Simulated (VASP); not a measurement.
Here is a VASP 6.6.1 calculation.

The input INCAR:

```
ALGO = Normal
EDIFF = 1E-6
ENCUT = 910
GGA = PE
GGA_COMPAT = F
ISIF = 2
ISMEAR = 0
IVDW = 12
LASPH = T
LCHARG = T
LELF = T
LREAL = F
LVHAR = T
LWAVE = F
NBANDS = 16
NELM = 120
PREC = Accurate
SIGMA = 0.01
```

Contents of KPOINTS:

```
k-points
0
Gamma
  8 8 8
```

File POSCAR:

```
ZnO
1.0
    0.0000000000      2.1337703828      2.1337703828
    2.1337703828      0.0000000000      2.1337703828
    2.1337703828      2.1337703828      0.0000000000
Zn O
1 1
Direct
    0.0000000000      0.0000000000      0.0000000000
    0.5000000000      0.5000000000      0.5000000000
```

Potentials or basis: VASP PAW PBE potentials, release 64 (Zn, O_h).

Launch:

```sh
$ cat potpaw_PBE.64/Zn/POTCAR potpaw_PBE.64/O_h/POTCAR > POTCAR
$ mpirun -np 1 vasp_std > vasp.out
```

Question: Estimate the pressure.

Answer: 4.2 GPa.

Question: Estimate the dispersion energy per atom.

Answer: -0.274 eV.

Caveat: the cutoff is under 1.25 times the usual one of these potentials, so pressure, stress and relaxed cells hold a basis-set (Pulay) error.
